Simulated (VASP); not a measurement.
# LiBr (Fm-3m) in VASP: single point with PBE

Aim: the single point of LiBr with PBE.

All numbers are computed with VASP 6.6.1; they aren't measurements. Logs are shortened: lines on timing, memory, paths and dates and some standing lists are left out, and cuts for length are marked.

## Step 1: The cell of the first run

It takes space group Fm-3m (No. 225, cubic). The conventional cell has a = 5.501 Å, b = 5.501 Å, c = 5.501 Å, α = 90.00°, β = 90.00°, γ = 90.00°. Within 3.6 Å of Li (site symmetry m-3m) lie 6 Br at 2.75 Å. Br (site symmetry m-3m) has 6 Li at 2.75 Å within 3.6 Å.

## Step 2: Single point, PBE

Input file INCAR:

```
SYSTEM = LiBr
PREC     = Accurate       ! precision mode
ENCUT    = 750            ! plane-wave cutoff, eV
EDIFF    = 1E-6           ! SCF threshold, eV
ISMEAR   = 0              ! smearing method
SIGMA    = 0.01           ! smearing width, eV
LREAL    = .FALSE.        ! projectors in reciprocal space
LASPH    = .TRUE.         ! aspherical terms in the spheres
NELM     = 120            ! most SCF steps
ALGO     = Normal         ! electronic algorithm
ISIF     = 2              ! what is computed and relaxed
LWAVE    = .FALSE.        ! write WAVECAR
LCHARG   = .FALSE.        ! write CHGCAR
GGA      = PE             ! functional
NBANDS   = 12             ! bands
GGA_COMPAT= .FALSE.
```

Input file KPOINTS:

```
regular mesh
0
G
  6 6 6
  0 0 0
```

Input file POSCAR:

```
LiBr
1.0
    0.0000000000      2.7506500000      2.7506500000
    2.7506500000      0.0000000000      2.7506500000
    2.7506500000      2.7506500000      0.0000000000
Li Br
1 1
Direct
    0.0000000000      0.0000000000      0.0000000000
    0.5000000000      0.5000000000      0.5000000000
```

Potentials or basis: VASP PAW PBE potentials, release 64 (Li_sv, Br).

On the command line:

```
cat potpaw_PBE.64/Li_sv/POTCAR potpaw_PBE.64/Br/POTCAR > POTCAR
mpirun -np 1 vasp_std > vasp.out
```

OUTCAR:

```text
SYSTEM = LiBr
   PREC = Accurate
   ENCUT = 750
   EDIFF = 1E-6
   ISMEAR = 0
   LREAL = .FALSE.
   LASPH = .TRUE.
   NELM = 120
   ISIF = 2
   GGA = PE

 ion  position               nearest neighbor table
   1  0.000  0.000  0.000-
   2  0.500  0.500  0.500-

  LATTYP: Found a face centered cubic cell.
 ALAT       =     5.5013000000

  Lattice vectors:

 A1 = (   0.0000000000,   2.7506500000,   2.7506500000)
 A2 = (   2.7506500000,   0.0000000000,   2.7506500000)
 A3 = (   2.7506500000,   2.7506500000,   0.0000000000)

Analysis of symmetry for initial positions (statically):
=====================================================================
 Subroutine PRICEL returns:
 Original cell was already a primitive cell.

 Routine SETGRP: Setting up the symmetry group for a
 face centered cubic supercell.

 Subroutine GETGRP returns: Found 48 space group operations
 (whereof 48 operations were pure point group operations)
 out of a pool of 48 trial point group operations.

The static configuration has the point symmetry O_h .

Analysis of symmetry for dynamics (positions and initial velocities):
=====================================================================
 Subroutine PRICEL returns:
 Original cell was already a primitive cell.

 Routine SETGRP: Setting up the symmetry group for a
 face centered cubic supercell.

 Subroutine GETGRP returns: Found 48 space group operations
 (whereof 48 operations were pure point group operations)
 out of a pool of 48 trial point group operations.

The dynamic configuration has the point symmetry O_h .

 Subroutine INISYM returns: Found 48 space group operations
 (whereof 48 operations are pure point group operations),
 and found     1 'primitive' translations

----------------------------------------------------------------------------------------

                                     Primitive cell

  volume of cell :      41.6233

  direct lattice vectors                    reciprocal lattice vectors
     0.000000000  2.750650000  2.750650000    -0.181775217  0.181775217  0.181775217
     2.750650000  0.000000000  2.750650000     0.181775217 -0.181775217  0.181775217
     2.750650000  2.750650000  0.000000000     0.181775217  0.181775217 -0.181775217

  length of vectors
     3.890006535  3.890006535  3.890006535     0.314843911  0.314843911  0.314843911
[... 77 lines left out ...]
   NFREE  =      0    steps in history (QN), initial steepest desc. (CG)
   ISIF   =      2    stress and relaxation
   ISYM   =      2    0-nonsym 1-usesym 2-fastsym
   POTIM  = 0.5000    time-step for ionic-motion
   TEBEG  =    0.0;   TEEND  =   0.0 temperature during run
   PSTRESS=    0.0 pullay stress
   NELECT =      10.0000    total number of electrons
   NUPDOWN=      -1.0000    fix difference up-down
   EMIN   =  10.00;   EMAX   =-10.00  energy-range for DOS
   EFERMI =   0.00;   METHOD = LEGACY
   ISMEAR =     0;   SIGMA  =   0.01  broadening in eV -4-tet -1-fermi 0-gaus
   EFERMI_NEDOS =   21; number of points for ismear=-14 and -15
   IALGO  =     38    algorithm
   IMIX   =      4    mixing-type and parameters
     AMIX     =   0.40;   BMIX     =  1.00
     AMIX_MAG =   1.60;   BMIX_MAG =  1.00
  volume/ion in A,a.u.               =      20.81       140.44
  Fermi-wavevector in a.u.,A,eV,Ry     =   1.017723  1.923217 14.092366  1.035760
  Thomas-Fermi vector in A             =   2.151140
   LORBIT       =      0    0 simple, 1 ext, 2 COOP (PROOUT), +10 PAW based schemes
   GGA     = PE    functional components
   LHFCALC =     F    Hartree Fock is set to
   AEXX    =    0.0000 exact exchange contribution
   IVDW    =     0    specifies the selected vdW correction
   LEPSILON=     F    determine dielectric tensor
   LRPA    =     F    only Hartree local field effects (RPA)
 non-spin polarized calculation
 Gauss-broadening in eV      SIGMA  =   0.01
  energy-cutoff  :      750.00
  volume of cell :       41.62
 maximum number of plane-waves:      1964
   NGX = 17   NGY = 17   NGZ = 17

 number of electron      10.0000001 magnetization

 Free energy of the ion-electron system (eV)
  ---------------------------------------------------
  ext. energy  EPLUGINS =         0.00000000
  ---------------------------------------------------
  free energy    TOTEN  =        -6.64112778 eV

  energy without entropy =       -6.64112778  energy(sigma->0) =       -6.64112778

 E-fermi :   0.5159     XC(G=0):  -8.4253

 val. band max:        0.3110621299   @ k =   0.0000   0.0000   0.0000
 cond. band min:       5.2526756812   @ k =   0.0000   0.0000   0.0000
 fundamental gap:      4.9416135513
 Fermi energy:         0.5158950290

 k-point     1 :       0.0000    0.0000    0.0000
  band No.  band energies     occupation
      1     -44.0870      2.00000
      2     -13.1208      2.00000
      3       0.3111      2.00000
      4       0.3111      2.00000
      5       0.3111      2.00000
      6       5.2527      0.00000
      7      10.8115      0.00000
      8      10.8115      0.00000
      9      10.8115      0.00000
     10      12.5514      0.00000
     11      12.5514      0.00000
     12      12.5514      0.00000
[... 211 lines left out ...]
 k-point    16 :      -0.3333    0.5000    0.1667
  band No.  band energies     occupation
      1     -44.0856      2.00000
      2     -12.4630      2.00000
      3      -2.2183      2.00000
      4      -1.3721      2.00000
      5      -0.8262      2.00000
      6       7.4628      0.00000
      7       8.6252      0.00000
      8      10.0933      0.00000
      9      10.8531      0.00000
     10      13.4116      0.00000
     11      15.5718      0.00000
     12      17.5491      0.00000

------------------------ aborting loop because EDIFF is reached ----------------------------------------

  FORCE on cell =-STRESS in cart. coord.  units (eV):
  Direction    XX          YY          ZZ          XY          YZ          ZX
  --------------------------------------------------------------------------------------
  -------------------------------------------------------------------------------------
  Total        0.0242720      0.0242720      0.0242720      0.0000000      0.0000000     -0.0000000
  in kB        0.9342879      0.9342879      0.9342879      0.0000000      0.0000000     -0.0000000
  external PRESSURE =       0.9342879 kB  Pullay stress =       0.0000000 kB

 VOLUME and BASIS-vectors are now :
 -----------------------------------------------------------------------------
  energy-cutoff  :      750.00
  volume of cell :       41.62
      direct lattice vectors                 reciprocal lattice vectors
     0.000000000  2.750650000  2.750650000    -0.181775217  0.181775217  0.181775217
     2.750650000  0.000000000  2.750650000     0.181775217 -0.181775217  0.181775217
     2.750650000  2.750650000  0.000000000     0.181775217  0.181775217 -0.181775217

 POSITION                                       TOTAL-FORCE (eV/Angst)
 -----------------------------------------------------------------------------------
      0.00000      0.00000      0.00000         0.000000      0.000000      0.000000
      2.75065      2.75065      2.75065        -0.000000     -0.000000     -0.000000
 -----------------------------------------------------------------------------------
    total drift:                                0.000000      0.000000      0.000000

  FREE ENERGIE OF THE ION-ELECTRON SYSTEM (eV)
  ---------------------------------------------------
  free  energy   TOTEN  =        -6.6411277829 eV

  energy  without entropy=       -6.6411277829  energy(sigma->0) =       -6.64112778
```

Run time: 32 s. Hardware: 1 thread of Intel Xeon 8259CL, shared host; peak memory 0.21 GiB.

Results:

```
Free energy            : -6.6411 eV
Pressure               : 0.1 GPa
Band gap on the k mesh : 4.94 eV, direct
```

Levels at points of the mesh, in eV from the valence-band top:
```
           k point  band 3  band 4  band 5  band 6  band 7  band 8
(0.00, 0.00, 0.00)    0.00    0.00    0.00    4.94   10.50   10.50
(0.50, 0.00, 0.00)   -2.88   -0.26   -0.26    5.62    8.11    8.11
(0.50, 0.50, 0.00)   -2.88   -1.14   -1.14    6.25    7.11   11.62
```
